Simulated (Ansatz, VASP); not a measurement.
Given: the input of a run of Ansatz 0.2.0 on TaTl.

The input input.yaml:

```yaml
crystal:
  lattice:
    - [3.4951844905, 0.0, 0.0]
    - [0.0, 3.4951844905, 0.0]
    - [0.0, 0.0, 4.3188730209]
  atoms:
    - { symbol: Ta, position: [0.5, 0.5, 0.5] }
    - { symbol: Tl, position: [0.0, 0.0, 0.0] }
kpoints:
  mp_grid: { grid: [8, 8, 6] }
scf:
  occupations: { method: fermi_dirac, width: 0.05 }
hamiltonian:
  xc: pbe
  pseudopotentials: { kind: all_electron, lapw: { basis_error: 0.0005 } }
output:
  forces: true
  stress: true
  eigenvalues: true
```

Potentials or basis: all-electron LAPW, scalar-relativistic.

The run is started by

```bash
$ ansatz run input.yaml --threads 1 --pin off --max-ram 3072MiB --backend cpu --events-out ev --progress --plain --runs-dir out
```

Question: Translate it to VASP 6.6.1. Potentials there: VASP PAW PBE potentials, release 64 (Ta_pv, Tl_d).

Answer: As run (the cutoff follows the program's own potentials):

The input INCAR:

```
ALGO = Normal ; EDIFF = 1E-7
ENCUT = 520 ; GGA = PE
ISIF = 2 ; ISMEAR = -1
LASPH = T ; LCHARG = F
LREAL = F ; LWAVE = F
NBANDS = 19 ; NELM = 80
PREC = Accurate ; SIGMA = 0.05
```

KPOINTS

```
k-points
0
Gamma
  8 8 6
```

File POSCAR:

```
TaTl
1.0
    3.4951844905      0.0000000000      0.0000000000
    0.0000000000      3.4951844905      0.0000000000
    0.0000000000      0.0000000000      4.3188730209
Ta Tl
1 1
Direct
    0.5000000000      0.5000000000      0.5000000000
    0.0000000000      0.0000000000      0.0000000000
```

Potentials or basis: VASP PAW PBE potentials, release 64 (Ta_pv, Tl_d).

The run is started by

```bash
$ cat potpaw_PBE.64/Ta_pv/POTCAR potpaw_PBE.64/Tl_d/POTCAR > POTCAR
$ mpirun -np 1 vasp_std > vasp.out
```

Both were run:

|  | VASP | Ansatz | Ansatz less VASP |
| --- | --- | --- | --- |
| gap on the k mesh at the Fermi level (eV) | none | none | - |
| pressure (GPa) | -17.0 | -16.9 | +0.07 |
| traceless stress, the component that is largest in VASP (GPa) | 4.11 | 4.13 | +0.017 |

A gap of «none» marks a metal or a gap that the smearing closes. Ansatz ran all-electron here, and VASP with PAW potentials.

Spin-orbit coupling is off throughout.
